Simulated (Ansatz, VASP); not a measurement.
ZrTlF6: VASP beside Ansatz

INCAR

```
SYSTEM = ZrTlF6
PREC = Accurate
ENCUT = 520
EDIFF = 1E-6
ISMEAR = 0
SIGMA = 0.1
LREAL = .False.
LASPH = .True.
NELM = 150
ALGO = Normal
ISIF = 2
LWAVE = .False.
LCHARG = .False.
ISPIN = 2
MAGMOM = 1 0 0 0 0 0 0 0
LORBIT = 11
LMAXMIX = 4
GGA = PE
NBANDS = 48
```

KPOINTS

```
regular mesh
0
Gamma
  4 4 4
  0 0 0
```

File POSCAR:

```
ZrTlF6
1.0
    0.0000000000      4.4461967000      4.4461967000
    4.4461967000      0.0000000000      4.4461967000
    4.4461967000      4.4461967000      0.0000000000
Zr Tl F
1 1 6
Direct
    0.0000000000      0.0000000000      0.0000000000
    0.5000000000      0.5000000000      0.5000000000
    0.7722940000      0.2277060000      0.2277060000
    0.2277060000      0.7722940000      0.7722940000
    0.2277060000      0.7722940000      0.2277060000
    0.7722940000      0.2277060000      0.7722940000
    0.2277060000      0.2277060000      0.7722940000
    0.7722940000      0.7722940000      0.2277060000
```

Input for Ansatz:

```yaml
crystal:
  lattice:
    - [0.0, 4.4461967, 4.4461967]
    - [4.4461967, 0.0, 4.4461967]
    - [4.4461967, 4.4461967, 0.0]
  atoms:
    - { symbol: Zr, position: [0.0, 0.0, 0.0], spin: 1.0 }
    - { symbol: Tl, position: [0.5, 0.5, 0.5] }
    - { symbol: F, position: [0.772294, 0.227706, 0.227706] }
    - { symbol: F, position: [0.227706, 0.772294, 0.772294] }
    - { symbol: F, position: [0.227706, 0.772294, 0.227706] }
    - { symbol: F, position: [0.772294, 0.227706, 0.772294] }
    - { symbol: F, position: [0.227706, 0.227706, 0.772294] }
    - { symbol: F, position: [0.772294, 0.772294, 0.227706] }
basis:
  ecutwfc: 420
kpoints:
  mp_grid: { grid: [4, 4, 4] }
hamiltonian:
  xc: pbe
scf:
  occupations: { method: gaussian, width: 0.1 }
  lower_state_search: "off"
output:
  forces: true
  stress: true
  eigenvalues: true
  populations: true
magnetization:
  spin_polarized: true
```

Alike in both runs: task single point; functional PBE; k mesh 4 × 4 × 4; occupations gaussian, width 0.1 eV; collinear spin.

|  | VASP | Ansatz |
| --- | --- | --- |
| version | VASP 6.6.1 | Ansatz 0.2.0 |
| potentials or method | VASP PAW PBE potentials, release 64 (Zr_sv, Tl_d, F), cutoff 520 eV | scalar-relativistic, plane waves, PAW |
| valence electrons in the cell | 67 | 67 |

Ansatz gave:

```
gap on the k mesh at the Fermi level (eV) : none
pressure (GPa)                            : 0.0
rms of the force components (eV/Å)        : 0.000
net moment per atom (μB)                  : 0.00
```

Question: Which values does VASP return?

Answer: gap on the k mesh at the Fermi level (eV): none; pressure (GPa): 0.0; rms of the force components (eV/Å): 0.033; net moment per atom (μB): 0.00.

Atom by atom the forces differ by 0.033 eV/Å (rms over components). A gap of «none» marks a metal or a gap that the smearing closes. Ansatz's warnings: seeded moment not kept.

Spin-orbit coupling is off throughout.
